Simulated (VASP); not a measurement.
# NaI (I-4m2) in VASP: settings compared

Aim: see how the results for NaI move with the level of theory and the settings. Levels: PBE, r2SCAN, HSE06. Tasks: single point.

Program: VASP 6.6.1. These are calculated values, not measurements. Logs are shortened: lines on timing, memory, paths and dates and some standing lists are left out, and cuts for length are marked.

## (1) The cell of the first run

The structure is tetragonal, space group I-4m2 (No. 119). The conventional cell has a = 4.900 Å, b = 4.900 Å, c = 7.350 Å, α = 90.00°, β = 90.00°, γ = 90.00°. Within 4.0 Å of Na (site symmetry -4m2) lie 4 I at 3.06 Å. Within 4.0 Å of I (site symmetry -4m2) lie 4 Na at 3.06 Å.

## (2) Single point, PBE (epitaxial xy strain -2.2%)

INCAR

```
SYSTEM = NaI
ALGO = Normal ; EDIFF = 1E-6
ENCUT = 500 ; GGA = PE
GGA_COMPAT = .False. ; ISIF = 2
ISMEAR = -1 ; LASPH = .True.
LCHARG = .False. ; LREAL = .False.
LWAVE = .False. ; NBANDS = 14
NELM = 120 ; PREC = Accurate
SIGMA = 0.02
```

KPOINTS

```
k-points
0
Gamma
  6 6 6
  0 0 0
```

POSCAR

```
NaI
1.0
    0.0000000000      3.4645328099      3.6751714920
    3.4645328099      0.0000000000      3.6751714920
    3.4645328099      3.4645328099      0.0000000000
Na I
1 1
Direct
    0.0000000000      0.0000000000      0.0000000000
    0.2500000000      0.2500000000      0.2500000000
```

Potentials or basis: VASP PAW PBE potentials, release 64 (Na_pv, I).

Command:

```sh
$ cat potpaw_PBE.64/Na_pv/POTCAR potpaw_PBE.64/I/POTCAR > POTCAR
$ mpirun -np 1 vasp_std > vasp.out
```

OUTCAR:

```text
SYSTEM = NaI
   EDIFF = 1E-6
   ENCUT = 500
   GGA = PE
   ISIF = 2
   ISMEAR = -1
   LASPH = .True.
   LREAL = .False.
   NELM = 120
   PREC = Accurate

 ion  position               nearest neighbor table
   1  0.000  0.000  0.000-   2 3.06   2 3.06   2 3.06   2 3.06
   2  0.250  0.250  0.250-   1 3.06   1 3.06   1 3.06   1 3.06

  LATTYP: Found a body centered tetragonal cell.
 ALAT       =     4.8995892870
 C/A-ratio  =     1.5001957416

  Lattice vectors:

 A1 = (  -3.4645328099,   0.0000000000,   3.6751714920)
 A2 = (   3.4645328099,   0.0000000000,   3.6751714920)
 A3 = (   0.0000000000,   3.4645328099,  -3.6751714920)

Analysis of symmetry for initial positions (statically):
=====================================================================
 Subroutine PRICEL returns:
 Original cell was already a primitive cell.

 Routine SETGRP: Setting up the symmetry group for a
 body centered tetragonal supercell.

 Subroutine GETGRP returns: Found  8 space group operations
 (whereof  8 operations were pure point group operations)
 out of a pool of 16 trial point group operations.

The static configuration has the point symmetry D_2d.

Analysis of symmetry for dynamics (positions and initial velocities):
=====================================================================
 Subroutine PRICEL returns:
 Original cell was already a primitive cell.

 Routine SETGRP: Setting up the symmetry group for a
 body centered tetragonal supercell.

 Subroutine GETGRP returns: Found  8 space group operations
 (whereof  8 operations were pure point group operations)
 out of a pool of 16 trial point group operations.

The dynamic configuration has the point symmetry D_2d.

 Subroutine INISYM returns: Found  8 space group operations
 (whereof  8 operations are pure point group operations),
 and found     1 'primitive' translations

----------------------------------------------------------------------------------------

                                     Primitive cell

  volume of cell :      88.2261

  direct lattice vectors                    reciprocal lattice vectors
     0.000000000  3.464532810  3.675171492    -0.144319603  0.144319603  0.136048073
     3.464532810  0.000000000  3.675171492     0.144319603 -0.144319603  0.136048073
     3.464532810  3.464532810  0.000000000     0.144319603  0.144319603 -0.136048073

  length of vectors
     5.050729956  5.050729956  4.899589287     0.245286310  0.245286310  0.245286310

  position of ions in fractional coordinates (direct lattice)
     0.000000000  0.000000000  0.000000000
[... 90 lines left out ...]
   NUPDOWN=      -1.0000    fix difference up-down
   EMIN   =  10.00;   EMAX   =-10.00  energy-range for DOS
   EFERMI =   0.00;   METHOD = LEGACY
   ISMEAR =    -1;   SIGMA  =   0.02  broadening in eV -4-tet -1-fermi 0-gaus
   EFERMI_NEDOS =   21; number of points for ismear=-14 and -15
   IALGO  =     38    algorithm
   IMIX   =      4    mixing-type and parameters
     AMIX     =   0.40;   BMIX     =  1.00
     AMIX_MAG =   1.60;   BMIX_MAG =  1.00
  volume/ion in A,a.u.               =      44.11       297.69
  Fermi-wavevector in a.u.,A,eV,Ry     =   0.886309  1.674881 10.687972  0.785544
  Thomas-Fermi vector in A             =   2.007458
   LORBIT       =      0    0 simple, 1 ext, 2 COOP (PROOUT), +10 PAW based schemes
   GGA     = PE    functional components
   LHFCALC =     F    Hartree Fock is set to
   AEXX    =    0.0000 exact exchange contribution
   IVDW    =     0    specifies the selected vdW correction
   LEPSILON=     F    determine dielectric tensor
   LRPA    =     F    only Hartree local field effects (RPA)
 non-spin polarized calculation
  energy-cutoff  :      500.00
  volume of cell :       88.23
 maximum number of plane-waves:      2272
 NGX is ok and might be reduce to    40
   NGX = 19   NGY = 19   NGZ = 17

 number of electron      14.0000008 magnetization

 Free energy of the ion-electron system (eV)
  ---------------------------------------------------
  ext. energy  EPLUGINS =         0.00000000
  ---------------------------------------------------
  free energy    TOTEN  =        -5.28726289 eV

  energy without entropy =       -5.28726289  energy(sigma->0) =       -5.28726289

 E-fermi :  -0.5870     XC(G=0):  -6.4924

 val. band max:       -1.0399168734   @ k =   0.0000   0.0000   0.0000
 cond. band min:       2.7618731419   @ k =   0.0000   0.0000   0.0000
 fundamental gap:      3.8017900154
 Fermi energy:        -0.5870391664

 k-point     1 :       0.0000    0.0000    0.0000
  band No.  band energies     occupation
      1     -23.1498      2.00000
      2     -23.1498      2.00000
      3     -23.1445      2.00000
      4     -11.5103      2.00000
      5      -1.1165      2.00000
      6      -1.0399      2.00000
      7      -1.0399      2.00000
      8       2.7619      0.00000
      9       6.7789      0.00000
     10       6.8939      0.00000
     11       6.8939      0.00000
     12       8.2545      0.00000
     13       8.9556      0.00000
     14       9.9472      0.00000
[... 377 lines left out ...]
      1     -23.1524      2.00000
      2     -23.1508      2.00000
      3     -23.1453      2.00000
      4     -11.3387      2.00000
      5      -2.0937      2.00000
      6      -1.5982      2.00000
      7      -1.4455      2.00000
      8       4.4761      0.00000
      9       5.4195      0.00000
     10       7.1226      0.00000
     11       8.1602      0.00000
     12       8.9583      0.00000
     13      10.2734      0.00000
     14      10.9111      0.00000

 [... further k-points ...]

------------------------ aborting loop because EDIFF is reached ----------------------------------------

  FORCE on cell =-STRESS in cart. coord.  units (eV):
  Direction    XX          YY          ZZ          XY          YZ          ZX
  --------------------------------------------------------------------------------------
  -------------------------------------------------------------------------------------
  Total        0.2694912      0.2694912      0.2160779      0.0000000      0.0000000     -0.0000000
  in kB        4.8939353      4.8939353      3.9239550      0.0000000      0.0000000     -0.0000000
  external PRESSURE =       4.5706085 kB  Pullay stress =       0.0000000 kB

 VOLUME and BASIS-vectors are now :
 -----------------------------------------------------------------------------
  energy-cutoff  :      500.00
  volume of cell :       88.23
      direct lattice vectors                 reciprocal lattice vectors
     0.000000000  3.464532810  3.675171492    -0.144319603  0.144319603  0.136048073
     3.464532810  0.000000000  3.675171492     0.144319603 -0.144319603  0.136048073
     3.464532810  3.464532810  0.000000000     0.144319603  0.144319603 -0.136048073

 POSITION                                       TOTAL-FORCE (eV/Angst)
 -----------------------------------------------------------------------------------
      0.00000      0.00000      0.00000         0.000000      0.000000     -0.000000
      1.73227      1.73227      1.83759        -0.000000     -0.000000      0.000000
 -----------------------------------------------------------------------------------
    total drift:                                0.000001      0.000001      0.000001

  FREE ENERGIE OF THE ION-ELECTRON SYSTEM (eV)
  ---------------------------------------------------
  free  energy   TOTEN  =        -5.2872628862 eV

  energy  without entropy=       -5.2872628862  energy(sigma->0) =       -5.28726289
```

OSZICAR:

```text
N       E                     dE             d eps       ncg     rms          rms(c)
DAV:   1     0.785533371339E+02    0.78553E+02   -0.61718E+03   848   0.800E+02
DAV:   2     0.164356975373E+01   -0.76910E+02   -0.72456E+02   876   0.195E+02
DAV:   3    -0.520551899598E+01   -0.68491E+01   -0.68153E+01  1074   0.594E+01
DAV:   4    -0.538243421288E+01   -0.17692E+00   -0.17688E+00  1134   0.101E+01
DAV:   5    -0.538510849785E+01   -0.26743E-02   -0.26742E-02  1134   0.116E+00    0.165E+00
DAV:   6    -0.528558747420E+01    0.99521E-01   -0.12944E-01   948   0.169E+00    0.113E+00
DAV:   7    -0.527766696320E+01    0.79205E-02   -0.10368E-01  1008   0.138E+00    0.705E-01
DAV:   8    -0.528706305942E+01   -0.93961E-02   -0.10604E-02   918   0.662E-01    0.216E-01
DAV:   9    -0.528688834358E+01    0.17472E-03   -0.23354E-04  1086   0.135E-01    0.684E-02
DAV:  10    -0.528724352389E+01   -0.35518E-03   -0.43604E-04   942   0.128E-01    0.198E-02
DAV:  11    -0.528725989784E+01   -0.16374E-04   -0.42126E-05  1092   0.519E-02    0.523E-03
DAV:  12    -0.528726234798E+01   -0.24501E-05   -0.38066E-06  1002   0.110E-02    0.320E-03
DAV:  13    -0.528726288619E+01   -0.53822E-06   -0.59571E-07  1056   0.428E-03
   1 F= -.52872629E+01 E0= -.52872629E+01  d E =-.405859E-11
```

stdout:

```text
POSCAR found type information on POSCAR NaI
 POSCAR found :  2 types and       2 ions
 scaLAPACK will be used
 LDA part: xc-table for (Slater+PW92), standard interpolation
 POSCAR, INCAR and KPOINTS ok, starting setup
 FFT: planning ... GRIDC
 FFT: planning ... GRID_SOFT
 FFT: planning ... GRID
 WAVECAR not read
 entering main loop
```

It took 33 s on 1 thread of Intel Xeon Platinum 8259CL at 2.50GHz (Skylake/Cascade Lake), shared host; peak memory 0.23 GiB.

Results:

```yaml
Free_energy: -5.2873 eV
Pressure: 0.5 GPa
Band_gap_on_the_k_mesh: 3.80 eV, direct
```

Caveat: the cell differs from its parent crystal (epitaxial xy strain -2.2%); spin-orbit coupling is left out, which moves the levels of the heavy elements.

## (3) Single point, r2SCAN (epitaxial xy strain -2.2%)

POSCAR is that of step 2.

INCAR.step1

```
  PREC = Accurate
  ENCUT = 550
  ISMEAR = 0
  SIGMA = 0.01
  LREAL = F
  LASPH = T
  NELM = 120
  NBANDS = 14
  GGA = PE
  ALGO = Normal
  EDIFF = 1E-5
  LWAVE = T
  LCHARG = F
  GGA_COMPAT = F
```

INCAR.step2

```
  PREC = Accurate
  ENCUT = 550
  EDIFF = 1E-6
  ISMEAR = 0
  SIGMA = 0.01
  LREAL = F
  LASPH = T
  NELM = 120
  ALGO = Normal
  ISIF = 2
  LWAVE = F
  LCHARG = F
  METAGGA = R2SCAN
  LMIXTAU = T
  NBANDS = 14
  ISTART = 1
  GGA_COMPAT = F
```

KPOINTS

```
Automatic mesh
0
Gamma
  6 6 6
```

Potentials or basis: VASP PAW PBE potentials, release 64 (Na_pv, I).

Command:

```sh
$ cat potpaw_PBE.64/Na_pv/POTCAR potpaw_PBE.64/I/POTCAR > POTCAR
$ cp INCAR.step1 INCAR
$ mpirun -np 1 vasp_std > vasp.out
$ cp INCAR.step2 INCAR
$ mpirun -np 1 vasp_std > vasp.out
```

Wall time 2.4 min (1 thread of Intel Xeon Platinum 8259CL at 2.50GHz (Skylake/Cascade Lake), shared host); peak memory 0.27 GiB.

The run converged. Its results:

| Quantity | Value |
| --- | --- |
| Free energy | -30.9177 eV |
| Pressure | 0.0 GPa |
| Band gap on the k mesh | 4.40 eV, direct |

Stress tensor (GPa, compression positive):
```
 0.07  0.00  0.00
 0.00  0.07  0.00
 0.00  0.00 -0.07
```

Levels at points of the mesh, in eV from the valence-band top:
```csv
k point,band 3,band 4,band 5,band 6,band 7,band 8,band 9,band 10,band 11,band 12
"(0.00, 0.00, 0.00)",-22.90,-10.77,-0.08,0.00,0.00,4.40,8.49,8.60,8.60,9.88
"(0.50, 0.00, 0.00)",-22.90,-10.63,-1.26,-0.23,-0.09,6.06,8.06,8.19,8.42,11.30
"(0.50, 0.50, 0.00)",-22.90,-10.60,-1.22,-0.34,-0.34,5.57,6.99,9.53,11.39,11.39
"(0.50, 0.00, 0.50)",-22.90,-10.58,-1.13,-0.49,-0.46,5.53,6.76,10.02,10.80,11.57
```

Caveat: the cell differs from its parent crystal (epitaxial xy strain -2.2%); the PAW data sets were made with another functional, which shifts forces and pressure a little; spin-orbit coupling is left out, which moves the levels of the heavy elements.

## (4) Single point, HSE06 (epitaxial xy strain -2.2%)

POSCAR is that of step 3.

INCAR.step1

```
SYSTEM = NaI
  PREC = Accurate
  ENCUT = 400
  EDIFF = 1E-5
  ISMEAR = 0
  SIGMA = 0.01
  LREAL = .FALSE.
  LASPH = .TRUE.
  NELM = 120
  ALGO = Normal
  ISIF = 2
  LWAVE = .TRUE.
  LCHARG = .FALSE.
  NBANDS = 14
  GGA = PE
  GGA_COMPAT = .FALSE.
```

INCAR.step2

```
SYSTEM = NaI
  PREC = Accurate
  ENCUT = 400
  EDIFF = 1E-6
  ISMEAR = 0
  SIGMA = 0.01
  LREAL = .FALSE.
  LASPH = .TRUE.
  NELM = 120
  ALGO = Normal
  ISIF = 2
  LWAVE = .FALSE.
  LCHARG = .FALSE.
  GGA = PE
  LHFCALC = .TRUE.
  HFSCREEN = 0.2079
  PRECFOCK = Normal
  NBANDS = 14
  ISTART = 1
  GGA_COMPAT = .FALSE.
```

KPOINTS

```
Automatic mesh
0
G
  4 4 4
  0 0 0
```

Potentials or basis: VASP PAW PBE potentials, release 64 (Na_pv, I).

Command:

```sh
$ cat potpaw_PBE.64/Na_pv/POTCAR potpaw_PBE.64/I/POTCAR > POTCAR
$ cp INCAR.step1 INCAR
$ mpirun -np 1 vasp_std > vasp.out
$ cp INCAR.step2 INCAR
$ mpirun -np 1 vasp_std > vasp.out
```

OUTCAR:

```text
SYSTEM = NaI
   PREC = Accurate
   ENCUT = 400
   EDIFF = 1E-6
   ISMEAR = 0
   LREAL = .FALSE.
   LASPH = .TRUE.
   NELM = 120
   ISIF = 2
   GGA = PE
   LHFCALC = .TRUE.
   HFSCREEN = 0.2079
   PRECFOCK = Normal
   ISTART = 1

 ion  position               nearest neighbor table
   1  0.000  0.000  0.000-   2 3.06   2 3.06   2 3.06   2 3.06
   2  0.250  0.250  0.250-   1 3.06   1 3.06   1 3.06   1 3.06

  LATTYP: Found a body centered tetragonal cell.
 ALAT       =     4.8995892870
 C/A-ratio  =     1.5001957416

  Lattice vectors:

 A1 = (  -3.4645328099,   0.0000000000,   3.6751714920)
 A2 = (   3.4645328099,   0.0000000000,   3.6751714920)
 A3 = (   0.0000000000,   3.4645328099,  -3.6751714920)

Analysis of symmetry for initial positions (statically):
=====================================================================
 Subroutine PRICEL returns:
 Original cell was already a primitive cell.

 Routine SETGRP: Setting up the symmetry group for a
 body centered tetragonal supercell.

 Subroutine GETGRP returns: Found  8 space group operations
 (whereof  8 operations were pure point group operations)
 out of a pool of 16 trial point group operations.
[... 173 lines left out ...]
      5      -1.8580      2.00000
      6      -1.7787      2.00000
      7      -1.7787      2.00000
      8       2.9982      0.00000
      9       7.1489      0.00000
     10       7.2689      0.00000
     11       7.2689      0.00000
     12       8.6730      0.00000
     13       9.4112      0.00000
     14      10.4007      0.00000
[... 190 lines left out ...]
      1     -26.2015      2.00000
      2     -26.2002      2.00000
      3     -26.1953      2.00000
      4     -12.9245      2.00000
      5      -2.7303      2.00000
      6      -2.6087      2.00000
      7      -2.2967      2.00000
      8       5.0935      0.00000
      9       6.6184      0.00000
     10       6.7437      0.00000
     11       6.9731      0.00000
     12      10.3683      0.00000
     13      10.8352      0.00000
     14      11.6819      0.00000

------------------------ aborting loop because EDIFF is reached ----------------------------------------

  FORCE on cell =-STRESS in cart. coord.  units (eV):
  Direction    XX          YY          ZZ          XY          YZ          ZX
  --------------------------------------------------------------------------------------
  -------------------------------------------------------------------------------------
  Total        0.1246947      0.1246947      0.0598468      0.0000000     -0.0000000      0.0000000
  in kB        2.2644441      2.2644441      1.0868127      0.0000000     -0.0000000      0.0000000
  external PRESSURE =       1.8719003 kB  Pullay stress =       0.0000000 kB

 VOLUME and BASIS-vectors are now :
 -----------------------------------------------------------------------------
  energy-cutoff  :      400.00
  volume of cell :       88.23
      direct lattice vectors                 reciprocal lattice vectors
     0.000000000  3.464532810  3.675171492    -0.144319603  0.144319603  0.136048073
     3.464532810  0.000000000  3.675171492     0.144319603 -0.144319603  0.136048073
     3.464532810  3.464532810  0.000000000     0.144319603  0.144319603 -0.136048073

 POSITION                                       TOTAL-FORCE (eV/Angst)
 -----------------------------------------------------------------------------------
      0.00000      0.00000      0.00000         0.000000      0.000000     -0.000000
      1.73227      1.73227      1.83759        -0.000000     -0.000000      0.000000
 -----------------------------------------------------------------------------------
    total drift:                               -0.000004     -0.000005      0.000011

  FREE ENERGIE OF THE ION-ELECTRON SYSTEM (eV)
  ---------------------------------------------------
  free  energy   TOTEN  =        -6.1489193391 eV

  energy  without entropy=       -6.1489193391  energy(sigma->0) =       -6.14891934
```

OUTCAR.step1:

```text
SYSTEM = NaI
   PREC = Accurate
   ENCUT = 400
   EDIFF = 1E-5
   ISMEAR = 0
   LREAL = .FALSE.
   LASPH = .TRUE.
[... 430 lines left out ...]
      0.00000      0.00000      0.00000         0.000000      0.000000      0.000000
      1.73227      1.73227      1.83759        -0.000000     -0.000000      0.000000
 -----------------------------------------------------------------------------------
    total drift:                               -0.000000     -0.000000      0.000006

  FREE ENERGIE OF THE ION-ELECTRON SYSTEM (eV)
  ---------------------------------------------------
  free  energy   TOTEN  =        -5.2856957084 eV

  energy  without entropy=       -5.2856957084  energy(sigma->0) =       -5.28569571
```

Run time: 7.8 min. Hardware: 1 thread of Intel Xeon Platinum 8259CL at 2.50GHz (Skylake/Cascade Lake), shared host; peak memory 0.3 GiB.

What came out:

| Property | Result |
| --- | --- |
| Free energy | -6.1489 eV |
| Pressure | 0.2 GPa |
| Band gap on the k mesh | 4.78 eV, direct |

Levels at points of the mesh, in eV from the valence-band top:
| k point | band 3 | band 4 | band 5 | band 6 | band 7 | band 8 | band 9 | band 10 | band 11 | band 12 |
| --- | --- | --- | --- | --- | --- | --- | --- | --- | --- | --- |
| (0.00, 0.00, 0.00) | -24.42 | -11.36 | -0.08 | 0.00 | 0.00 | 4.78 | 8.93 | 9.05 | 9.05 | 10.45 |
| (0.50, 0.00, 0.00) | -24.42 | -11.20 | -1.34 | -0.24 | -0.10 | 6.42 | 8.55 | 8.74 | 8.92 | 11.67 |
| (0.50, 0.50, 0.00) | -24.42 | -11.17 | -1.30 | -0.37 | -0.37 | 6.10 | 7.38 | 9.90 | 11.78 | 11.78 |
| (0.50, 0.00, 0.50) | -24.42 | -11.15 | -1.21 | -0.52 | -0.48 | 6.08 | 7.15 | 10.36 | 11.23 | 11.93 |

Caveat: the cell differs from its parent crystal (epitaxial xy strain -2.2%); the PAW data sets were made with another functional, which shifts forces and pressure a little; spin-orbit coupling is left out, which moves the levels of the heavy elements.

## (5) Summary

| level | k mesh | cutoff (eV) | smearing | grid for exact exchange (PRECFOCK) | screening parameter | gap on the mesh (eV) | pressure (GPa) |
| --- | --- | --- | --- | --- | --- | --- | --- |
| PBE | 6 × 6 × 6 | 500 | fermi-dirac 0.02 eV | - | - | 3.80 | 0.5 |
| r2SCAN | 6 × 6 × 6 | 550 | gaussian 0.01 eV | - | - | 4.40 | 0.0 |
| HSE06 | 4 × 4 × 4 | 400 | gaussian 0.01 eV | Normal | 0.2079 1/Å | 4.78 | 0.2 |

Alike in all rows: task single point; potentials or basis VASP PAW PBE potentials, release 64 (Na_pv, I); no spin polarisation; cell as given.

Caveats: spin-orbit coupling is left out, which moves the levels of the heavy elements; the PAW data sets were made with another functional, which shifts forces and pressure a little (some runs).

Absolute energies hang on the potentials; compare differences alone.
